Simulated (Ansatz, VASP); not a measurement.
## Mo in VASP and in Ansatz

The input POSCAR:

```
Mo
1.0
    2.7075856644      0.0000000000      0.0000000000
   -1.3537928322      2.3448379683      0.0000000000
    0.0000000000      0.0000000000      2.5339005368
Mo
1
Direct
    0.0000000000      0.0000000000      0.5000000000
```

File INCAR.step1:

```
PREC = Accurate
ENCUT = 520
ISMEAR = 0
SIGMA = 0.15
LREAL = F
LASPH = T
NELM = 60
NBANDS = 13
GGA = PE
ALGO = Normal
EDIFF = 1E-4
LWAVE = T
LCHARG = F
```

INCAR.step2

```
PREC = Accurate
ENCUT = 520
EDIFF = 1E-7
ISMEAR = 0
SIGMA = 0.15
LREAL = F
LASPH = T
NELM = 60
ALGO = Normal
ISIF = 2
LWAVE = F
LCHARG = F
METAGGA = R2SCAN
LMIXTAU = T
NBANDS = 13
ISTART = 1
```

KPOINTS

```
Automatic mesh
0
Gamma
  24 24 24
```

Input for Ansatz:

```yaml
crystal:
  lattice:
    - [2.7075856644, 0.0, 0.0]
    - [-1.3537928322, 2.3448379683, 0.0]
    - [0.0, 0.0, 2.5339005368]
  atoms:
    - { symbol: Mo, position: [0.0, 0.0, 0.5] }
basis:
  ecutwfc: 500
kpoints:
  mp_grid: { grid: [24, 24, 24] }
hamiltonian:
  xc: r2scan
scf:
  occupations: { method: gaussian, width: 0.15 }
output:
  forces: true
  stress: true
  eigenvalues: true
```

Change from the starting cell: strain -0.015 along x and y, +0.000 along z, atoms carried along.

Alike in both runs: task single point; functional r2SCAN; k mesh 24 × 24 × 24; occupations gaussian, width 0.15 eV; no spin polarisation.

|  | VASP | Ansatz |
| --- | --- | --- |
| version | VASP 6.6.1 | Ansatz 0.2.0 |
| potentials or method | VASP PAW PBE potentials, release 64 (Mo_sv), cutoff 520 eV | scalar-relativistic, plane waves, PAW |
| valence electrons in the cell | 14 | 14 |

Ansatz gave:

* gap on the k mesh at the Fermi level (eV): none
* pressure (GPa): 7.1
* traceless stress, the component that is largest in VASP (GPa): -5.75

What did VASP give for the same quantities?

gap on the k mesh at the Fermi level (eV): none; pressure (GPa): 8.3; traceless stress, the component that is largest in VASP (GPa): -5.57.

VASP's potentials were made for PBE, not for r2SCAN. A gap of «none» marks a metal or a gap that the smearing closes.
